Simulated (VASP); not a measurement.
# PbF2 (Immm) in VASP: notebook

Runs on PbF2. Level: PBEsol. Tasks: single point.

All numbers are computed with VASP 6.6.1; they aren't measurements. Logs are shortened: lines on timing, memory, paths and dates and some standing lists are left out, and cuts for length are marked.

**1. The cell of the first run**

Symmetry: Immm, No. 71, orthorhombic system. The conventional cell has a = 4.095 Å, b = 4.305 Å, c = 5.940 Å, α = 90.00°, β = 90.00°, γ = 90.00°. Within 3.3 Å of Pb (site symmetry mmm) lie 8 F at 2.53 to 2.62 Å. Within 3.3 Å of F (site symmetry mm2) lie 4 Pb at 2.53 to 2.62 Å and 6 F at 2.97 Å.

**2. Single point, PBEsol (strain -0.0500 x Voigt [0, 0, 0, 0, 1, 0])**

INCAR reads:

```
PREC = Accurate
ENCUT = 520
EDIFF = 1E-7
ISMEAR = 0
SIGMA = 0.05
LREAL = False
LASPH = True
NELM = 60
ALGO = Normal
ISIF = 2
LWAVE = False
LCHARG = False
GGA = PS
NBANDS = 21
```

KPOINTS reads:

```
regular mesh
0
Gamma
  8 8 8
```

POSCAR reads:

```
PbF2
1.0
   -0.0742462500      2.9698500000      2.9698500000
    2.8956037500      0.0000000000      2.8956037500
    2.9698500000      2.9698500000     -0.0742462500
Pb F
1 2
Direct
    0.0000000000      0.0000000000      0.0000000000
    0.2500000000      0.2500000000      0.2500000000
    0.7500000000      0.7500000000      0.7500000000
```

Potentials or basis: VASP PAW PBE potentials, release 64 (Pb_d, F).

Command:

```bash
$ cat potpaw_PBE.64/Pb_d/POTCAR potpaw_PBE.64/F/POTCAR > POTCAR
$ mpirun -np 1 vasp_std > vasp.out
```

OUTCAR:

```text
PREC = Accurate
   ENCUT = 520
   EDIFF = 1E-7
   ISMEAR = 0
   LREAL = False
   LASPH = True
   NELM = 60
   ISIF = 2
   GGA = PS

 ion  position               nearest neighbor table
   1  0.000  0.000  0.000-   3 2.53   2 2.53   3 2.53   2 2.53   3 2.62   2 2.62   3 2.62   2 2.62

   2  0.250  0.250  0.250-   1 2.53   1 2.53   1 2.62   1 2.62
   3  0.750  0.750  0.750-   1 2.53   1 2.53   1 2.62   1 2.62

  LATTYP: Found a body centered orthorhombic cell.
 ALAT       =     4.0950020945
 B/A-ratio  =     1.0512820513
 C/A-ratio  =     1.4504754486

  Lattice vectors:

 A1 = (   2.9698500000,  -2.9698500000,  -0.0742462500)
 A2 = (  -2.9698500000,  -2.9698500000,   0.0742462500)
 A3 = (   0.0742462500,   2.9698500000,  -2.9698500000)

Analysis of symmetry for initial positions (statically):
=====================================================================
 Subroutine PRICEL returns:
 Original cell was already a primitive cell.

 Routine SETGRP: Setting up the symmetry group for a
 body centered orthorhombic supercell.

 Subroutine GETGRP returns: Found  8 space group operations
 (whereof  8 operations were pure point group operations)
 out of a pool of  8 trial point group operations.

The static configuration has the point symmetry D_2h.

Analysis of symmetry for dynamics (positions and initial velocities):
=====================================================================
 Subroutine PRICEL returns:
 Original cell was already a primitive cell.

 Routine SETGRP: Setting up the symmetry group for a
 body centered orthorhombic supercell.

 Subroutine GETGRP returns: Found  8 space group operations
 (whereof  8 operations were pure point group operations)
 out of a pool of  8 trial point group operations.

The dynamic configuration has the point symmetry D_2h.

 Subroutine INISYM returns: Found  8 space group operations
 (whereof  8 operations are pure point group operations),
 and found     1 'primitive' translations

----------------------------------------------------------------------------------------

                                     Primitive cell

  volume of cell :      52.3555

  direct lattice vectors                    reciprocal lattice vectors
    -0.074246250  2.969850000  2.969850000    -0.164252362  0.168358671  0.164252362
     2.895603750  0.000000000  2.895603750     0.172675560 -0.168358671  0.172675560
[... 78 lines left out ...]
   PREC   = accura    normal or accurate (medium, high low for compatibility)
   ISTART =      0    job   : 0-new  1-cont  2-samecut
   ICHARG =      2    charge: 1-file 2-atom 10-const
   ISPIN  =      1    spin polarized calculation?
   LNONCOLLINEAR =      F non collinear calculations
   LSORBIT =      F    spin-orbit coupling
   LASPH  =      T    aspherical Exc in radial PAW
   ENCUT  =  520.0 eV  38.22 Ry    6.18 a.u.   7.81  7.61  7.81*2*pi/ulx,y,z
   NELM   =     60;   NELMIN=  2; NELMDL= -5     # of ELM steps
   EDIFF  = 0.1E-06   stopping-criterion for ELM
   LREAL  =      F    real-space projection
   EDIFFG = 0.1E-05   stopping-criterion for IOM
   NSW    =      0    number of steps for IOM
   IBRION =     -1    ionic relax: 0-MD 1-quasi-New 2-CG
   NFREE  =      0    steps in history (QN), initial steepest desc. (CG)
   ISIF   =      2    stress and relaxation
   ISYM   =      2    0-nonsym 1-usesym 2-fastsym
   POTIM  = 0.5000    time-step for ionic-motion
   TEBEG  =    0.0;   TEEND  =   0.0 temperature during run
   PSTRESS=    0.0 pullay stress
   NELECT =      28.0000    total number of electrons
   NUPDOWN=      -1.0000    fix difference up-down
   EMIN   =  10.00;   EMAX   =-10.00  energy-range for DOS
   EFERMI =   0.00;   METHOD = LEGACY
   ISMEAR =     0;   SIGMA  =   0.05  broadening in eV -4-tet -1-fermi 0-gaus
   EFERMI_NEDOS =   21; number of points for ismear=-14 and -15
   IALGO  =     38    algorithm
   IMIX   =      4    mixing-type and parameters
     AMIX     =   0.40;   BMIX     =  1.00
     AMIX_MAG =   1.60;   BMIX_MAG =  1.00
  volume/ion in A,a.u.               =      17.45       117.77
  Fermi-wavevector in a.u.,A,eV,Ry     =   1.328842  2.511148 24.025471  1.765822
  Thomas-Fermi vector in A             =   2.458050
   LORBIT       =      0    0 simple, 1 ext, 2 COOP (PROOUT), +10 PAW based schemes
   GGA     = PS    functional components
   LHFCALC =     F    Hartree Fock is set to
   AEXX    =    0.0000 exact exchange contribution
   IVDW    =     0    specifies the selected vdW correction
   LEPSILON=     F    determine dielectric tensor
   LRPA    =     F    only Hartree local field effects (RPA)
 non-spin polarized calculation
 Gauss-broadening in eV      SIGMA  =   0.05
  energy-cutoff  :      520.00
  volume of cell :       52.36
 maximum number of plane-waves:      1426
   NGX = 15   NGY = 15   NGZ = 15

 number of electron      28.0000011 magnetization

 Free energy of the ion-electron system (eV)
  ---------------------------------------------------
  ext. energy  EPLUGINS =         0.00000000
  ---------------------------------------------------
  free energy    TOTEN  =       -14.92015615 eV

  energy without entropy =      -14.92015615  energy(sigma->0) =      -14.92015615

 E-fermi :   1.9540     XC(G=0):  -9.6291

 val. band max:        1.7014306784   @ k =   0.0000   0.5000   0.0000
 cond. band min:       5.9709190674   @ k =   0.5000   0.5000   0.0000
 fundamental gap:      4.2694883890
 Fermi energy:         1.9539739958

 k-point     1 :       0.0000    0.0000    0.0000
  band No.  band energies     occupation
      1     -19.2690      2.00000
      2     -18.6390      2.00000
      3     -12.6931      2.00000
      4     -12.6886      2.00000
      5     -12.6821      2.00000
      6     -12.6263      2.00000
[... 565 lines left out ...]
     20      16.9129      0.00000
     21      18.0913      0.00000

 [... further k-points ...]
[... 5 lines left out ...]
  --------------------------------------------------------------------------------------
  -------------------------------------------------------------------------------------
  Total       -0.4927507     -0.4879867     -0.4927507     -0.0000000     -0.0000000      0.4870246
  in kB      -15.0791131    -14.9333274    -15.0791131     -0.0000000     -0.0000000     14.9038825
  external PRESSURE =     -15.0305178 kB  Pullay stress =       0.0000000 kB

 VOLUME and BASIS-vectors are now :
 -----------------------------------------------------------------------------
  energy-cutoff  :      520.00
  volume of cell :       52.36
      direct lattice vectors                 reciprocal lattice vectors
    -0.074246250  2.969850000  2.969850000    -0.164252362  0.168358671  0.164252362
     2.895603750  0.000000000  2.895603750     0.172675560 -0.168358671  0.172675560
     2.969850000  2.969850000 -0.074246250     0.164252362  0.168358671 -0.164252362

 POSITION                                       TOTAL-FORCE (eV/Angst)
 -----------------------------------------------------------------------------------
      0.00000      0.00000      0.00000         0.000000      0.000000      0.000000
      1.44780      1.48493      1.44780         0.000000      0.115925      0.000000
      4.34341      4.45477      4.34341        -0.000000     -0.115925     -0.000000
 -----------------------------------------------------------------------------------
    total drift:                                0.000000     -0.000000      0.000000

  FREE ENERGIE OF THE ION-ELECTRON SYSTEM (eV)
  ---------------------------------------------------
  free  energy   TOTEN  =       -14.9201561472 eV

  energy  without entropy=      -14.9201561472  energy(sigma->0) =      -14.92015615
```

OSZICAR:

```text
N       E                     dE             d eps       ncg     rms          rms(c)
DAV:   1     0.295863446719E+03    0.29586E+03   -0.14619E+04  4034   0.152E+03
DAV:   2     0.103965883515E+02   -0.28547E+03   -0.26766E+03  4256   0.423E+02
DAV:   3    -0.157866460752E+02   -0.26183E+02   -0.25875E+02  4695   0.137E+02
DAV:   4    -0.165403233465E+02   -0.75368E+00   -0.75314E+00  4617   0.246E+01
DAV:   5    -0.165663685108E+02   -0.26045E-01   -0.26043E-01  5217   0.475E+00    0.718E+00
DAV:   6    -0.149483618025E+02    0.16180E+01   -0.73645E+00  5404   0.215E+01    0.265E+00
DAV:   7    -0.149312241314E+02    0.17138E-01   -0.39251E-01  4305   0.382E+00    0.152E+00
DAV:   8    -0.149216401872E+02    0.95839E-02   -0.96564E-02  4400   0.330E+00    0.513E-01
DAV:   9    -0.149188262052E+02    0.28140E-02   -0.18392E-02  5183   0.969E-01    0.100E-01
DAV:  10    -0.149201559699E+02   -0.13298E-02   -0.20341E-03  4115   0.427E-01    0.364E-02
DAV:  11    -0.149201370350E+02    0.18935E-04   -0.14003E-04  4705   0.124E-01    0.155E-02
DAV:  12    -0.149201566817E+02   -0.19647E-04   -0.73214E-05  4313   0.795E-02    0.124E-02
DAV:  13    -0.149201561377E+02    0.54408E-06   -0.22885E-05  4578   0.456E-02    0.349E-03
DAV:  14    -0.149201561215E+02    0.16174E-07   -0.15622E-06  4603   0.842E-03    0.348E-04
DAV:  15    -0.149201561472E+02   -0.25745E-07   -0.39093E-08  3678   0.169E-03
   1 F= -.14920156E+02 E0= -.14920156E+02  d E =-.273560E-14
```

Wall time 55 s (1 thread of Intel Xeon 6975P-C (Granite Rapids), shared host); peak memory 0.23 GiB.

What came out:

```
Free energy            : -14.9202 eV
Pressure               : -1.5 GPa
Largest force          : 0.116 eV/Å
Band gap on the k mesh : 4.27 eV (least direct gap 4.44 eV)
```

Forces on the atoms (eV/Å):
```
Pb   0.000  0.000  0.000
F    0.000  0.116  0.000
F    0.000 -0.116  0.000
```

Caveat: the cell differs from its parent crystal (strain -0.0500 x Voigt [0, 0, 0, 0, 1, 0]); the PAW data sets were made with another functional, which shifts forces and pressure a little; spin-orbit coupling is left out, which moves the levels of the heavy elements.

**3. Single point, PBEsol (strain +0.0250 x Voigt [0, 0, 0, 0, 1, 0])**

INCAR reads:

```
SYSTEM = PbF2
  PREC = Accurate
  ENCUT = 520
  EDIFF = 1E-6
  ISMEAR = 0
  SIGMA = 0.05
  LREAL = .FALSE.
  LASPH = .TRUE.
  NELM = 100
  ALGO = Normal
  ISIF = 2
  LWAVE = .FALSE.
  LCHARG = .FALSE.
  GGA = PS
  NBANDS = 21
```

KPOINTS reads:

```
Automatic mesh
0
G
  8 8 8
  0 0 0
```

POSCAR reads:

```
PbF2
1.0
    0.0371231250      2.9698500000      2.9698500000
    3.0069731250      0.0000000000      3.0069731250
    2.9698500000      2.9698500000      0.0371231250
Pb F
1 2
Direct
    0.0000000000      0.0000000000      0.0000000000
    0.2500000000      0.2500000000      0.2500000000
    0.7500000000      0.7500000000      0.7500000000
```

Potentials or basis: VASP PAW PBE potentials, release 64 (Pb_d, F).

Command:

```bash
$ cat potpaw_PBE.64/Pb_d/POTCAR potpaw_PBE.64/F/POTCAR > POTCAR
$ mpirun -np 1 vasp_std > vasp.out
```

Wall time 39 s (1 thread of Intel Xeon 6975P-C (Granite Rapids), shared host); peak memory 0.23 GiB.

It converged, with:

| Quantity | Value |
| --- | --- |
| Free energy | -14.9291 eV |
| Pressure | -1.7 GPa |
| Largest force | 0.057 eV/Å |
| Band gap on the k mesh | 4.30 eV (least direct gap 4.45 eV) |

Forces in eV/Å, atoms in the order of the input:
```
Pb   0.000  0.000  0.000
F    0.000 -0.057  0.000
F    0.000  0.057  0.000
```

Stress tensor (GPa, compression positive):
```
-1.67  0.00 -0.74
 0.00 -1.67  0.00
-0.74  0.00 -1.67
```

Levels at points of the mesh, in eV from the valence-band top:
| k point | band 11 | band 12 | band 13 | band 14 | band 15 | band 16 | band 17 | band 18 |
| --- | --- | --- | --- | --- | --- | --- | --- | --- |
| (0.00, 0.00, 0.00) | -2.42 | -1.99 | -1.94 | -1.90 | 6.50 | 6.67 | 6.83 | 10.49 |
| (0.50, 0.00, 0.00) | -2.64 | -2.12 | -2.11 | 0.00 | 5.00 | 7.43 | 7.62 | 13.05 |
| (0.00, 0.50, 0.00) | -2.62 | -2.11 | -2.11 | -0.05 | 4.87 | 7.50 | 7.70 | 13.09 |
| (0.50, 0.50, 0.00) | -1.52 | -1.52 | -1.52 | -0.15 | 4.30 | 7.80 | 7.80 | 8.84 |
| (0.50, 0.00, 0.50) | -1.53 | -1.52 | -1.50 | -0.15 | 4.30 | 7.65 | 7.95 | 8.84 |

Caveat: the cell differs from its parent crystal (strain +0.0250 x Voigt [0, 0, 0, 0, 1, 0]); the PAW data sets were made with another functional, which shifts forces and pressure a little; spin-orbit coupling is left out, which moves the levels of the heavy elements. A k mesh can miss the band edges.

**4. Single point, PBEsol (strain +0.0375 x Voigt [0, 0, 0, 0, 1, 0])**

INCAR reads:

```
SYSTEM = PbF2
PREC = Accurate ; ENCUT = 520
EDIFF = 1E-6 ; ISMEAR = 0
SIGMA = 0.05 ; LREAL = .FALSE.
LASPH = .TRUE. ; NELM = 80
ALGO = Normal ; ISIF = 2
LWAVE = .FALSE. ; LCHARG = .TRUE.
GGA = PS ; LELF = .TRUE.
LVHAR = .TRUE. ; NBANDS = 21
```

KPOINTS is that of step 3.

POSCAR reads:

```
PbF2
1.0
    0.0556846875      2.9698500000      2.9698500000
    3.0255346875      0.0000000000      3.0255346875
    2.9698500000      2.9698500000      0.0556846875
Pb F
1 2
Direct
    0.0000000000      0.0000000000      0.0000000000
    0.2500000000      0.2500000000      0.2500000000
    0.7500000000      0.7500000000      0.7500000000
```

Command:

```bash
$ cat potpaw_PBE.64/Pb_d/POTCAR potpaw_PBE.64/F/POTCAR > POTCAR
$ mpirun -np 1 vasp_std > vasp.out
```

It took 45 s on 1 thread of Intel Xeon 6975P-C (Granite Rapids), shared host; peak memory 0.23 GiB.

Results (log left out):

* Free energy: -14.9254 eV
* Pressure: -1.6 GPa
* Largest force: 0.086 eV/Å
* Band gap on the k mesh: 4.29 eV (least direct gap 4.45 eV)

Forces in eV/Å, atoms in the order of the input:
```
Pb   0.000  0.000  0.000
F    0.000 -0.086  0.000
F    0.000  0.086  0.000
```

Stress tensor (GPa, compression positive):
```
-1.60  0.00 -1.11
 0.00 -1.60  0.00
-1.11  0.00 -1.60
```

Levels at points of the mesh, in eV from the valence-band top:
```
           k point  band 11  band 12  band 13  band 14  band 15  band 16  band 17  band 18
(0.00, 0.00, 0.00)    -2.43    -2.03    -1.96    -1.89     6.40     6.66     6.91    10.48
(0.50, 0.00, 0.00)    -2.65    -2.14    -2.13     0.00     5.02     7.35     7.64    13.02
(0.00, 0.50, 0.00)    -2.63    -2.13    -2.12    -0.07     4.82     7.46     7.75    13.09
(0.50, 0.50, 0.00)    -1.54    -1.54    -1.53    -0.16     4.29     7.78     7.80     8.82
(0.50, 0.00, 0.50)    -1.55    -1.54    -1.51    -0.16     4.29     7.57     8.01     8.82
```

Caveat: the cell differs from its parent crystal (strain +0.0375 x Voigt [0, 0, 0, 0, 1, 0]); the PAW data sets were made with another functional, which shifts forces and pressure a little; spin-orbit coupling is left out, which moves the levels of the heavy elements. A k mesh can miss the band edges.

(Part 1 of 2 ends here.)
